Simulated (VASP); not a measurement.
# Os (P6_3/mmc) in VASP: a series of runs

The runs below take Os through single point, with r2SCAN.

Everything below comes from runs of VASP 6.6.1. Logs are shortened: lines on timing, memory, paths and dates and some standing lists are left out, and cuts for length are marked.

## 1. The cell of the first run

Symmetry: P6_3/mmc, No. 194, hexagonal system. Conventional cell: a = 2.736 Å, b = 2.736 Å, c = 4.322 Å, α = 90.00°, β = 90.00°, γ = 120.00°. Os (site symmetry -6m2) has 12 Os at 2.68 to 2.74 Å within 3.5 Å.

## 2. Single point, r2SCAN

POSCAR

```
Os
1.0
    2.7363086560      0.0000000000      0.0000000000
   -1.3681543280      2.3697128087      0.0000000000
    0.0000000000      0.0000000000      4.3224283925
Os
2
Direct
    0.3333333333      0.6666666667      0.2500000000
    0.6666666667      0.3333333333      0.7500000000
```

INCAR.step1

```
SYSTEM = Os
ALGO = Normal ; EDIFF = 1E-4
ENCUT = 520 ; GGA = PE
ISMEAR = 0 ; LASPH = .TRUE.
LCHARG = .FALSE. ; LREAL = .FALSE.
LWAVE = .TRUE. ; NBANDS = 15
NELM = 100 ; PREC = Accurate
SIGMA = 0.1
```

INCAR.step2

```
SYSTEM = Os
ALGO = Normal ; EDIFF = 1E-7
ENCUT = 520 ; ISIF = 2
ISMEAR = 0 ; ISTART = 1
LASPH = .TRUE. ; LCHARG = .FALSE.
LMIXTAU = .TRUE. ; LREAL = .FALSE.
LWAVE = .FALSE. ; METAGGA = R2SCAN
NBANDS = 15 ; NELM = 100
PREC = Accurate ; SIGMA = 0.1
```

KPOINTS

```
k-points
0
G
  18 18 10
  0 0 0
```

Potentials or basis: VASP PAW PBE potentials, release 64 (Os).

Run with:

```sh
$ cat potpaw_PBE.64/Os/POTCAR > POTCAR
$ cp INCAR.step1 INCAR
$ mpirun -np 1 vasp_std > vasp.out
$ cp INCAR.step2 INCAR
$ mpirun -np 1 vasp_std > vasp.out
```

OUTCAR:

```text
SYSTEM = Os
   EDIFF = 1E-7
   ENCUT = 520
   ISIF = 2
   ISMEAR = 0
   ISTART = 1
   LASPH = .TRUE.
   LREAL = .FALSE.
   METAGGA = R2SCAN
   NELM = 100
   PREC = Accurate

 ion  position               nearest neighbor table
   1  0.333  0.667  0.250-   2 2.68   2 2.68   2 2.68   2 2.68   2 2.68   2 2.68
   2  0.667  0.333  0.750-   1 2.68   1 2.68   1 2.68   1 2.68   1 2.68   1 2.68

  LATTYP: Found a hexagonal cell.
 ALAT       =     2.7363086560
 C/A-ratio  =     1.5796567332

  Lattice vectors:

 A1 = (   2.7363086560,   0.0000000000,   0.0000000000)
 A2 = (  -1.3681543280,   2.3697128087,   0.0000000000)
 A3 = (   0.0000000000,   0.0000000000,   4.3224283925)

Analysis of symmetry for initial positions (statically):
=====================================================================
 Subroutine PRICEL returns:
 Original cell was already a primitive cell.

 Routine SETGRP: Setting up the symmetry group for a
 hexagonal supercell.

 Subroutine GETGRP returns: Found 24 space group operations
 (whereof 12 operations were pure point group operations)
 out of a pool of 24 trial point group operations.

The static configuration has the point symmetry D_3d.
 The point group associated with its full space group is D_6h.

Analysis of symmetry for dynamics (positions and initial velocities):
=====================================================================
 Subroutine PRICEL returns:
 Original cell was already a primitive cell.

 Routine SETGRP: Setting up the symmetry group for a
 hexagonal supercell.

 Subroutine GETGRP returns: Found 24 space group operations
 (whereof 12 operations were pure point group operations)
 out of a pool of 24 trial point group operations.

The dynamic configuration has the point symmetry D_3d.
 The point group associated with its full space group is D_6h.

 Subroutine INISYM returns: Found 24 space group operations
 (whereof 12 operations are pure point group operations),
 and found     1 'primitive' translations

----------------------------------------------------------------------------------------

                                     Primitive cell

  volume of cell :      28.0278

  direct lattice vectors                    reciprocal lattice vectors
     2.736308656  0.000000000  0.000000000     0.365455848  0.210996032  0.000000000
    -1.368154328  2.369712809  0.000000000     0.000000000  0.421992064  0.000000000
     0.000000000  0.000000000  4.322428392     0.000000000  0.000000000  0.231351432

  length of vectors
     2.736308656  2.736308656  4.322428392     0.421992064  0.421992064  0.231351432

  position of ions in fractional coordinates (direct lattice)
     0.333333333  0.666666667  0.250000000
     0.666666667  0.333333333  0.750000000

  ion indices of the primitive-cell ions
   primitive index   ion index
                 1           1
                 2           2

----------------------------------------------------------------------------------------

 KPOINTS: k-points

Automatic generation of k-mesh.
 Grid dimensions read from file:
 generate k-points for:   18   18   10

 Generating k-lattice:

  Cartesian coordinates                     Fractional coordinates (reciprocal lattice)
     0.020303103  0.011722002  0.000000000     0.055555556  0.000000000  0.000000000
     0.000000000  0.023444004  0.000000000     0.000000000  0.055555556  0.000000000
     0.000000000  0.000000000  0.023135143     0.000000000  0.000000000  0.100000000

  Length of vectors
     0.023444004  0.023444004  0.023135143

  Shift w.r.t. Gamma in fractional coordinates (k-lattice)
     0.000000000  0.000000000  0.000000000

 Subroutine IBZKPT returns following result:
 ===========================================

 Found    222 irreducible k-points:

 Following reciprocal coordinates:
            Coordinates               Weight
  0.000000  0.000000  0.000000      1.000000
  0.055556  0.000000  0.000000      6.000000
  0.111111  0.000000  0.000000      6.000000
  0.166667  0.000000  0.000000      6.000000
  0.222222  0.000000  0.000000      6.000000
  0.277778  0.000000  0.000000      6.000000
[... 16 lines left out ...]
  0.333333  0.111111  0.000000     12.000000
  0.388889  0.111111  0.000000     12.000000
 [... further k-points ...]
   k-points           NKPTS =    222   k-points in BZ     NKDIM =    222   number of bands    NBANDS=     15
   number of dos      NEDOS =    301   number of ions     NIONS =      2
   total plane-waves  NPLWV =  12800
   dimension x,y,z NGX =    20 NGY =   20 NGZ =   32
   dimension x,y,z NGXF=    40 NGYF=   40 NGZF=   64
   ions per type =               2
   NGX,Y,Z   is equivalent  to a cutoff of  12.15, 12.15, 12.31 a.u.
   NGXF,Y,Z  is equivalent  to a cutoff of  24.30, 24.30, 24.62 a.u.
 SYSTEM =  Os
   PREC   = accura    normal or accurate (medium, high low for compatibility)
   ISTART =      1    job   : 0-new  1-cont  2-samecut
   ICHARG =      0    charge: 1-file 2-atom 10-const
   ISPIN  =      1    spin polarized calculation?
   LNONCOLLINEAR =      F non collinear calculations
   LSORBIT =      F    spin-orbit coupling
   LASPH  =      T    aspherical Exc in radial PAW
   ENCUT  =  520.0 eV  38.22 Ry    6.18 a.u.   5.09  5.09  8.04*2*pi/ulx,y,z
   NELM   =    100;   NELMIN=  2; NELMDL=  0     # of ELM steps
   EDIFF  = 0.1E-06   stopping-criterion for ELM
   LREAL  =      F    real-space projection
   EDIFFG = 0.1E-05   stopping-criterion for IOM
   NSW    =      0    number of steps for IOM
   IBRION =     -1    ionic relax: 0-MD 1-quasi-New 2-CG
   NFREE  =      0    steps in history (QN), initial steepest desc. (CG)
   ISIF   =      2    stress and relaxation
   ISYM   =      2    0-nonsym 1-usesym 2-fastsym
   POTIM  = 0.5000    time-step for ionic-motion
   TEBEG  =    0.0;   TEEND  =   0.0 temperature during run
   PSTRESS=    0.0 pullay stress
   NELECT =      16.0000    total number of electrons
   NUPDOWN=      -1.0000    fix difference up-down
   EMIN   =  10.00;   EMAX   =-10.00  energy-range for DOS
   EFERMI =   0.00;   METHOD = LEGACY
   ISMEAR =     0;   SIGMA  =   0.10  broadening in eV -4-tet -1-fermi 0-gaus
   EFERMI_NEDOS =   21; number of points for ismear=-14 and -15
   IALGO  =     38    algorithm
   IMIX   =      4    mixing-type and parameters
     AMIX     =   0.40;   BMIX     =  1.00
     AMIX_MAG =   1.60;   BMIX_MAG =  1.00
  volume/ion in A,a.u.               =      14.01        94.57
  Fermi-wavevector in a.u.,A,eV,Ry     =   1.358059  2.566359 25.093553  1.844324
  Thomas-Fermi vector in A             =   2.484925
   LORBIT       =      0    0 simple, 1 ext, 2 COOP (PROOUT), +10 PAW based schemes
   METAGGA = R2SCAN    functional components
   LHFCALC =     F    Hartree Fock is set to
   AEXX    =    0.0000 exact exchange contribution
   IVDW    =     0    specifies the selected vdW correction
   LEPSILON=     F    determine dielectric tensor
   LRPA    =     F    only Hartree local field effects (RPA)
 non-spin polarized calculation
 Gauss-broadening in eV      SIGMA  =   0.10
  energy-cutoff  :      520.00
  volume of cell :       28.03
 maximum number of plane-waves:       774
   NGX = 11   NGY = 11   NGZ = 17

 number of electron      15.9999999 magnetization

 Free energy of the ion-electron system (eV)
  ---------------------------------------------------
  ext. energy  EPLUGINS =         0.00000000
  ---------------------------------------------------
  free energy    TOTEN  =      -106.00680452 eV

  energy without entropy =     -105.99951030  energy(sigma->0) =     -106.00315741

 E-fermi :   9.2349     XC(G=0): -15.3794

 val. band max:        9.2237056392   @ k =   0.2222   0.0556   0.3000
 cond. band min:       9.2383835880   @ k =   0.2778   0.0000   0.1000
 fundamental gap:      0.0146779488
 Fermi energy:         9.2349366116

 k-point     1 :       0.0000    0.0000    0.0000
  band No.  band energies     occupation
      1      -2.1826      2.00000
      2       1.1144      2.00000
      3       6.0681      2.00000
      4       6.0681      2.00000
      5       6.3359      2.00000
      6       6.9331      2.00000
      7       6.9331      2.00000
      8       7.5972      2.00000
      9       7.5972      2.00000
     10       9.2445      0.89188
     11      10.9804      0.00000
     12      10.9804      0.00000
     13      18.7806      0.00000
     14      24.0153      0.00000
     15      26.8155      0.00000

 k-point     2 :       0.0556    0.0000    0.0000
  band No.  band energies     occupation
      1      -2.0515      2.00000
      2       1.2310      2.00000
      3       5.7661      2.00000
      4       6.1828      2.00000
      5       6.6013      2.00000
      6       6.8540      2.00000
      7       7.0401      2.00000
      8       7.4415      2.00000
      9       7.5040      2.00000
     10       8.6159      2.00000
     11      11.0447      0.00000
     12      11.7987      0.00000
     13      18.7706      0.00000
     14      24.2852      0.00000
     15      26.9867      0.00000

 k-point     3 :       0.1111    0.0000    0.0000
  band No.  band energies     occupation
      1      -1.6689      2.00000
      2       1.5575      2.00000
      3       5.3228      2.00000
      4       6.5224      2.00000
      5       6.6115      2.00000
      6       6.8128      2.00000
      7       7.0131      2.00000
      8       7.2569      2.00000
      9       7.3558      2.00000
     10       7.9481      2.00000
     11      11.2079      0.00000
     12      13.2052      0.00000
     13      18.7216      0.00000
     14      25.0159      0.00000
     15      27.4356      0.00000
[... 343 lines left out ...]
 k-point    23 :       0.3333    0.1111    0.0000
  band No.  band energies     occupation
      1       1.9726      2.00000
      2       2.3726      2.00000
      3       2.8853      2.00000
      4       5.0838      2.00000
      5       5.5220      2.00000
      6       6.6606      2.00000
      7       6.8969      2.00000
      8      10.0351      0.00000
      9      10.8598      0.00000
     10      11.7795      0.00000
     11      12.2357      0.00000
     12      18.2045      0.00000
     13      18.7346      0.00000
     14      21.0792      0.00000
     15      21.3751      0.00000

 k-point    24 :       0.3889    0.1111    0.0000
  band No.  band energies     occupation
      1       2.1328      2.00000
      2       2.2461      2.00000
      3       2.6084      2.00000
      4       5.4674      2.00000
      5       5.5570      2.00000
      6       6.4785      2.00000
      7       7.2332      2.00000
      8      10.8765      0.00000
      9      11.3241      0.00000
     10      11.8096      0.00000
     11      13.2950      0.00000
     12      16.4942      0.00000
     13      19.1564      0.00000
     14      20.2943      0.00000
     15      21.9984      0.00000

 [... further k-points ...]

------------------------ aborting loop because EDIFF is reached ----------------------------------------

  FORCE on cell =-STRESS in cart. coord.  units (eV):
  Direction    XX          YY          ZZ          XY          YZ          ZX
  --------------------------------------------------------------------------------------
  -------------------------------------------------------------------------------------
  Total        0.1726858      0.1726858      0.1765771     -0.0000000      0.0000000      0.0000000
  in kB        9.8713990      9.8713990     10.0938363     -0.0000000      0.0000000      0.0000000
  external PRESSURE =       9.9455448 kB  Pullay stress =       0.0000000 kB

 VOLUME and BASIS-vectors are now :
 -----------------------------------------------------------------------------
  energy-cutoff  :      520.00
  volume of cell :       28.03
      direct lattice vectors                 reciprocal lattice vectors
     2.736308656  0.000000000  0.000000000     0.365455848  0.210996032  0.000000000
    -1.368154328  2.369712809  0.000000000     0.000000000  0.421992064  0.000000000
     0.000000000  0.000000000  4.322428392     0.000000000  0.000000000  0.231351432

 POSITION                                       TOTAL-FORCE (eV/Angst)
 -----------------------------------------------------------------------------------
     -0.00000      1.57981      1.08061         0.000000      0.000000      0.000000
      1.36815      0.78990      3.24182        -0.000000      0.000000      0.000000
 -----------------------------------------------------------------------------------
    total drift:                               -0.000000      0.000000     -0.000000

  FREE ENERGIE OF THE ION-ELECTRON SYSTEM (eV)
  ---------------------------------------------------
  free  energy   TOTEN  =      -106.0068045206 eV

  energy  without entropy=     -105.9995103041  energy(sigma->0) =     -106.00315741
```

Wall time 4.6 min (1 thread of Oxide Virtual Turin-like, shared host); peak memory 0.17 GiB.

What came out:

```yaml
Free_energy: -106.0068 eV
Pressure: 1.0 GPa
Band_gap_on_the_k_mesh: zero (bands 8 and 9 overlap by 4.07 eV)
```

Caveat: the PAW data sets were made with another functional, which shifts forces and pressure a little; spin-orbit coupling is left out, which moves the levels of the heavy elements.

## 3. Single point, r2SCAN

POSCAR

```
Os
1.0
    2.7380156928      0.0000000000      0.0000000000
   -1.3690078464      2.3711911460      0.0000000000
    0.0000000000      0.0000000000      4.3204352414
Os
2
Direct
    0.3333333333      0.6666666667      0.2500000000
    0.6666666667      0.3333333333      0.7500000000
```

INCAR.step1

```
PREC = Accurate
ENCUT = 520
ISMEAR = -1
SIGMA = 0.15
LREAL = False
LASPH = True
NELM = 100
NBANDS = 15
GGA = PE
ALGO = Normal
EDIFF = 1E-4
LWAVE = True
LCHARG = False
```

INCAR.step2

```
PREC = Accurate
ENCUT = 520
EDIFF = 1E-6
ISMEAR = -1
SIGMA = 0.15
LREAL = False
LASPH = True
NELM = 100
ALGO = Normal
ISIF = 2
LWAVE = False
LCHARG = False
METAGGA = R2SCAN
LMIXTAU = True
NBANDS = 15
ISTART = 1
```

KPOINTS

```
regular mesh
0
Gamma
  18 18 10
```

Potentials or basis: VASP PAW PBE potentials, release 64 (Os).

Run with:

```sh
$ cat potpaw_PBE.64/Os/POTCAR > POTCAR
$ cp INCAR.step1 INCAR
$ mpirun -np 1 vasp_std > vasp.out
$ cp INCAR.step2 INCAR
$ mpirun -np 1 vasp_std > vasp.out
```

OUTCAR:

```text
PREC = Accurate
   ENCUT = 520
   EDIFF = 1E-6
   ISMEAR = -1
   LREAL = False
   LASPH = True
   NELM = 100
   ISIF = 2
   METAGGA = R2SCAN
   ISTART = 1

 ion  position               nearest neighbor table
   1  0.333  0.667  0.250-   2 2.68   2 2.68   2 2.68   2 2.68   2 2.68   2 2.68
   2  0.667  0.333  0.750-   1 2.68   1 2.68   1 2.68   1 2.68   1 2.68   1 2.68

  LATTYP: Found a hexagonal cell.
 ALAT       =     2.7380156928
 C/A-ratio  =     1.5779439295

[... 620 lines left out ...]
 [... further k-points ...]

------------------------ aborting loop because EDIFF is reached ----------------------------------------

  FORCE on cell =-STRESS in cart. coord.  units (eV):
  Direction    XX          YY          ZZ          XY          YZ          ZX
  --------------------------------------------------------------------------------------
  -------------------------------------------------------------------------------------
  Total        0.1719273      0.1719273      0.1786217     -0.0000000      0.0000000      0.0000000
  in kB        9.8203158      9.8203158     10.2026905     -0.0000000      0.0000000      0.0000000
  external PRESSURE =       9.9477740 kB  Pullay stress =       0.0000000 kB

 VOLUME and BASIS-vectors are now :
 -----------------------------------------------------------------------------
  energy-cutoff  :      520.00
  volume of cell :       28.05
      direct lattice vectors                 reciprocal lattice vectors
     2.738015693  0.000000000  0.000000000     0.365228002  0.210864485  0.000000000
    -1.369007846  2.371191146  0.000000000     0.000000000  0.421728970  0.000000000
     0.000000000  0.000000000  4.320435241     0.000000000  0.000000000  0.231458162

 POSITION                                       TOTAL-FORCE (eV/Angst)
 -----------------------------------------------------------------------------------
     -0.00000      1.58079      1.08011         0.000000     -0.000000      0.000000
      1.36901      0.79040      3.24033        -0.000000      0.000000      0.000000
 -----------------------------------------------------------------------------------
    total drift:                               -0.000000      0.000000     -0.000000

  FREE ENERGIE OF THE ION-ELECTRON SYSTEM (eV)
  ---------------------------------------------------
  free  energy   TOTEN  =      -106.0504069422 eV

  energy  without entropy=     -105.9613506747  energy(sigma->0) =     -106.00587881
```

OUTCAR.step1:

```text
PREC = Accurate
   ENCUT = 520
   ISMEAR = -1
   LREAL = False
   LASPH = True
[... 655 lines left out ...]
     -0.00000      1.58079      1.08011        -0.000000      0.000000      0.000000
      1.36901      0.79040      3.24033         0.000000     -0.000000      0.000000
 -----------------------------------------------------------------------------------
    total drift:                               -0.000000      0.000000     -0.000000

  FREE ENERGIE OF THE ION-ELECTRON SYSTEM (eV)
  ---------------------------------------------------
  free  energy   TOTEN  =       -22.5323679225 eV

  energy  without entropy=      -22.4397761759  energy(sigma->0) =      -22.48607205
```

OSZICAR.step1:

```text
N       E                     dE             d eps       ncg     rms          rms(c)
DAV:   1     0.102078419979E+03    0.10208E+03   -0.74115E+03  6660   0.102E+03
DAV:   2    -0.191795521572E+02   -0.12126E+03   -0.10620E+03  6758   0.326E+02
DAV:   3    -0.239034668807E+02   -0.47239E+01   -0.45738E+01  9075   0.569E+01
DAV:   4    -0.239366870346E+02   -0.33220E-01   -0.33180E-01  7115   0.499E+00
DAV:   5    -0.239368632150E+02   -0.17618E-03   -0.17617E-03  9125   0.339E-01    0.232E+01
DAV:   6    -0.228621271752E+02    0.10747E+01   -0.87790E-01  8466   0.798E+00    0.106E+01
DAV:   7    -0.225404452356E+02    0.32168E+00   -0.62295E-01  8606   0.660E+00    0.531E-01
DAV:   8    -0.225351935158E+02    0.52517E-02   -0.62784E-03  6835   0.598E-01    0.355E-01
DAV:   9    -0.225323470671E+02    0.28464E-02   -0.17513E-03  8095   0.414E-01    0.460E-02
DAV:  10    -0.225323679225E+02   -0.20855E-04   -0.64599E-05  5584   0.740E-02
   1 F= -.22532368E+02 E0= -.22486072E+02  d E =-.925917E-01
```

Run time: 4.4 min. Hardware: 1 thread of Oxide Virtual Turin-like, shared host; peak memory 0.17 GiB.

Results:

```
Free energy            : -106.0504 eV
Pressure               : 1.0 GPa
Band gap on the k mesh : zero (bands 8 and 9 overlap by 4.06 eV)
```

Levels at points of the mesh, in eV from the Fermi level:
| k point | band 6 | band 7 | band 8 | band 9 | band 10 | band 11 |
| --- | --- | --- | --- | --- | --- | --- |
| (0.00, 0.00, 0.00) | -2.31 | -2.31 | -1.67 | -1.67 | 0.00 | 1.72 |
| (0.50, 0.00, 0.00) | -2.71 | -1.96 | 2.07 | 2.65 | 2.78 | 4.55 |
| (0.00, 0.00, 0.50) | -3.39 | -3.39 | -3.39 | 0.90 | 0.90 | 0.90 |
| (0.50, 0.00, 0.50) | -1.29 | -0.20 | -0.20 | 2.42 | 2.42 | 3.40 |

Caveat: the PAW data sets were made with another functional, which shifts forces and pressure a little; spin-orbit coupling is left out, which moves the levels of the heavy elements.

[end of part 1 of 2]

The gap in the log of VASP goes by the Fermi energy; the results here count the filled bands.